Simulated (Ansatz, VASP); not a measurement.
## Two plane-wave programs on Sn3Cl

```
CELL_PARAMETERS angstrom
6.69876 0.00000 0.00000
-3.34938 5.80129 0.00000
0.00000 0.00000 5.57417
ATOMIC_POSITIONS crystal
Sn 0.83759 0.67518 0.25000
Sn 0.16241 0.83759 0.75000
Sn 0.32482 0.16241 0.25000
Sn 0.16241 0.32482 0.75000
Sn 0.83759 0.16241 0.25000
Sn 0.67518 0.83759 0.75000
Cl 0.33333 0.66667 0.25000
Cl 0.66667 0.33333 0.75000
```

Alike in both runs: functional PBE; k mesh 6 × 6 × 8; occupations gaussian, width 0.1 eV; no spin polarisation.

Ansatz relaxed the structure, and its values are those at the end. VASP's run is a single point on that final structure, the one shown.

```csv
,VASP,Ansatz
version,VASP 6.6.1,Ansatz 0.2.0
potentials or method,"VASP PAW PBE potentials, release 64 (Sn_d, Cl), cutoff 520 eV","scalar-relativistic, plane waves, PAW"
valence electrons in the cell,98,98
```

```tsv
	VASP	Ansatz	Ansatz less VASP
gap on the k mesh at the Fermi level (eV)	none	none	-
pressure (GPa)	-0.1	0.0	+0.06
```

A gap of «none» marks a metal or a gap that the smearing closes. With one functional, cell and mesh, what is left measures potentials, basis and numerics.
